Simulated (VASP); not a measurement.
Write the native input for VASP 6.6.1 that does the following.

| Property | Result |
| --- | --- |
| Task | single point |
| Functional | r2SCAN |
| Potentials or basis | VASP PAW PBE potentials, release 64 (Ga_d, Sb) |
| Cutoff | 550 eV |
| k mesh | 6 × 6 × 6 |
| Occupations | fermi-dirac, width 0.001 eV |
| Spin | no spin polarisation |
| Dipole correction | no |
| Further INCAR settings | ALGO = Normal; EDIFF = 1e-06; NBANDS = 16 |

Crystal: GaSb.

```
Ga Sb
1.0
     0.00000    3.06588    3.06588
     3.06588    0.00000    3.06588
     3.06588    3.06588    0.00000
Ga Sb
1 1
Direct
  0.00000 0.00000 0.00000
  0.25000 0.25000 0.25000
```

These files were run (other wordings do the same):

POSCAR

```
GaSb
1.0
    0.0000000000      3.0658788003      3.0658788003
    3.0658788003      0.0000000000      3.0658788003
    3.0658788003      3.0658788003      0.0000000000
Ga Sb
1 1
Direct
    0.0000000000      0.0000000000      0.0000000000
    0.2500000000      0.2500000000      0.2500000000
```

INCAR.step1

```
SYSTEM = GaSb
  ALGO = Normal
  EDIFF = 1E-5
  ENCUT = 550
  GGA = PE
  GGA_COMPAT = .FALSE.
  ISMEAR = -1
  LASPH = .TRUE.
  LCHARG = .FALSE.
  LREAL = .FALSE.
  LWAVE = .TRUE.
  NBANDS = 16
  NELM = 120
  PREC = Accurate
  SIGMA = 0.001
```

INCAR.step2

```
SYSTEM = GaSb
  ALGO = Normal
  EDIFF = 1E-6
  ENCUT = 550
  GGA_COMPAT = .FALSE.
  ISIF = 2
  ISMEAR = -1
  ISTART = 1
  LASPH = .TRUE.
  LCHARG = .TRUE.
  LELF = .TRUE.
  LMIXTAU = .TRUE.
  LREAL = .FALSE.
  LVHAR = .TRUE.
  LWAVE = .FALSE.
  METAGGA = R2SCAN
  NBANDS = 16
  NELM = 120
  PREC = Accurate
  SIGMA = 0.001
```

KPOINTS

```
k-points
0
G
  6 6 6
  0 0 0
```

Potentials or basis: VASP PAW PBE potentials, release 64 (Ga_d, Sb).

Command:

```console
$ cat potpaw_PBE.64/Ga_d/POTCAR potpaw_PBE.64/Sb/POTCAR > POTCAR
$ cp INCAR.step1 INCAR
$ mpirun -np 1 vasp_std > vasp.out
$ cp INCAR.step2 INCAR
$ mpirun -np 1 vasp_std > vasp.out
```

Results of the run:

```
Pressure               : 0.1 GPa
Band gap on the k mesh : 0.40 eV
```

Caveat: the PAW data sets were made with another functional, which shifts forces and pressure a little; spin-orbit coupling is left out, which moves the levels of the heavy elements.

Run time: 29 s on 1 thread of Intel(R) Xeon(R) 6975P-C (Granite Rapids) (shared host), peak memory 0.21 GiB.
